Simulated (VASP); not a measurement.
A run of VASP 6.6.1:

Contents of INCAR:

```
  ALGO = Normal
  DIPOL = 0.5 0.5 0.500
  EDIFF = 1E-6
  ENCUT = 520
  GGA = PE
  IDIPOL = 3
  ISIF = 2
  ISMEAR = 0
  IVDW = 12
  LASPH = T
  LCHARG = T
  LDIPOL = T
  LELF = T
  LREAL = F
  LVACPOTAV = T
  LVHAR = T
  LWAVE = F
  NBANDS = 28
  NELM = 60
  PREC = Accurate
  SIGMA = 0.02
```

KPOINTS

```
k-points
0
Gamma
  6 6 1
```

File POSCAR:

```
SnO
1.0
    3.6670000000      0.0000000000      0.0000000000
    0.0000000000      3.6670000000      0.0000000000
    0.0000000000      0.0000000000     30.6327602731
Sn O
2 2
Direct
    0.7500000000      0.2500000000      0.4627686180
    0.2500000000      0.7500000000      0.5372313820
    0.2500000000      0.2500000000      0.5000000000
    0.7500000000      0.7500000000      0.5000000000
```

Potentials or basis: VASP PAW PBE potentials, release 64 (Sn_d, O).

Launch:

```console
$ cat potpaw_PBE.64/Sn_d/POTCAR potpaw_PBE.64/O/POTCAR > POTCAR
$ mpirun -np 1 vasp_std > vasp.out
```

Hardware: 1 thread of AMD EPYC 7R13 Processor (Zen 3), with other jobs on the host.

**Question.** Estimate the wall time of this run.

**Answer.** Run time: 4.1 min on 1 thread of AMD EPYC 7R13 Processor (Zen 3) (shared host), peak memory 0.43 GiB. Counts: scf iterations 22, k points 10.
